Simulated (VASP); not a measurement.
InP, 2 atoms in the cell. Symmetry: Fm-3m, No. 225, cubic system. Conventional cell: a = 5.306 Å, b = 5.306 Å, c = 5.306 Å, α = 90.00°, β = 90.00°, γ = 90.00°. Within 3.5 Å of In (site symmetry m-3m) lie 6 P at 2.65 Å. P (site symmetry m-3m) has 6 In at 2.65 Å within 3.5 Å. 

| Property | Result |
| --- | --- |
| Program | VASP 6.6.1 |
| Task | vibrations by perturbation theory |
| Functional | PBEsol |
| Potentials or basis | VASP PAW PBE potentials, release 64 (In_d, P) |
| Cutoff | 520 eV |
| k mesh | 14 × 14 × 14 |
| Occupations | fermi-dirac, width 0.15 eV |
| Spin | no spin polarisation |
| Dipole correction | no |
| Further INCAR settings | ALGO = Normal; EDIFF = 1e-08; IBRION = 8; NSW = 1 |

Potentials or basis: VASP PAW PBE potentials, release 64 (In_d, P).

Launch:

```console
$ cat potpaw_PBE.64/In_d/POTCAR potpaw_PBE.64/P/POTCAR > POTCAR
$ mpirun -np 1 vasp_std > vasp.out
```

Hardware: 1 thread of AMD EPYC 7R13 Processor (Zen 3), on a shared host.

Question: How long does it take, and how much memory?

Answer: Run time: 4.9 min on 1 thread of AMD EPYC 7R13 Processor (Zen 3), with other jobs on the host, peak memory 0.35 GiB. Counts: scf iterations 43, k points 104.
